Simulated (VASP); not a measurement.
Set up this calculation in VASP 6.6.1, as the native input.

- Task: single point
- Functional: PBE
- Dispersion: D3(BJ)
- Potentials or basis: VASP PAW PBE potentials, release 64 (Si, H, C, O)
- Cutoff: 520 eV
- k mesh: 1 × 1 × 1
- Occupations: fermi-dirac, width 0.05 eV
- Spin: no spin polarisation
- Dipole correction: no
- Further INCAR settings: LREAL = Auto; ALGO = Normal; EDIFF = 1e-07; NBANDS = 54

The structure of SiH4CO2 lies in POSCAR:

```
SiH4CO2
1.0
    8.5095620000      0.0000000000      0.0000000000
    0.0000000000      8.5095620000      0.0000000000
    0.0000000000      0.0000000000      8.5095620000
Si H C O
3 12 3 6
Direct
    0.1883998260      0.6567083006      0.7352434826
    0.0101767870      0.0116104683      0.0444676236
    0.3132006089      0.3022834783      0.4295050674
    0.2776053574      0.6903175510      0.5999133680
    0.0657495650      0.7983842177      0.7930137885
    0.0764904234      0.5223770624      0.7166761344
    0.2954088589      0.6280346744      0.8977195301
    0.1701967739      0.0126210961     -0.0513187400
   -0.0183205669     -0.1319691895      0.1659544874
   -0.0202243077      0.1495024068      0.1392433594
   -0.1196536320     -0.0010106278     -0.0901926562
    0.4717164056      0.2658186168      0.4945377917
    0.2198938089      0.4291642743      0.5468201536
    0.3075246411      0.2999214296      0.2571695229
    0.1717362186      0.1775179498      0.4692485935
    0.7555147962      0.5002490140      0.0541508482
    0.5076759532      0.9553723212      0.0574765188
    0.8113343554     -0.0064045600      0.4295990792
    0.6742650209      0.4721159561      0.1627933377
    0.8539804986      0.5173356749     -0.0409774322
    0.4121363708      1.0564351021      0.0539863274
    0.5516147600      0.8299487095      0.0911445266
    0.8738522617     -0.0611899884      0.5375952370
    0.7860216542     -0.0057699797      0.2997334058
```

One way to write it, as run:

INCAR

```
SYSTEM = SiH4CO2
PREC     = Accurate       ! precision mode
ENCUT    = 520            ! plane-wave cutoff, eV
EDIFF    = 1E-7           ! SCF threshold, eV
ISMEAR   = -1             ! smearing method
SIGMA    = 0.05           ! smearing width, eV
LREAL    = Auto         
LASPH    = .TRUE.         ! aspherical terms in the spheres
NELM     = 100            ! most SCF steps
ALGO     = Normal         ! electronic algorithm
ISIF     = 2              ! what is computed and relaxed
LWAVE    = .FALSE.        ! write WAVECAR
LCHARG   = .FALSE.        ! write CHGCAR
GGA      = PE             ! functional
IVDW     = 12             ! dispersion correction
NBANDS   = 54             ! bands
```

KPOINTS

```
Automatic mesh
0
G
  1 1 1
  0 0 0
```

Potentials or basis: VASP PAW PBE potentials, release 64 (Si, H, C, O).

Run with:

```console
$ cat potpaw_PBE.64/Si/POTCAR potpaw_PBE.64/H/POTCAR potpaw_PBE.64/C/POTCAR potpaw_PBE.64/O/POTCAR > POTCAR
$ mpirun -np 1 vasp_gam > vasp.out
```

It gave:

```
Pressure                   : -0.1 GPa
Largest force              : 7.357 eV/Å
Dispersion energy per atom : -0.032 eV
```

Caveat: the k points lie up to 0.74 Å⁻¹ apart.

Run time: 46 s on 1 thread of Intel(R) Xeon(R) 6975P-C (Granite Rapids) (shared host), peak memory 0.55 GiB.
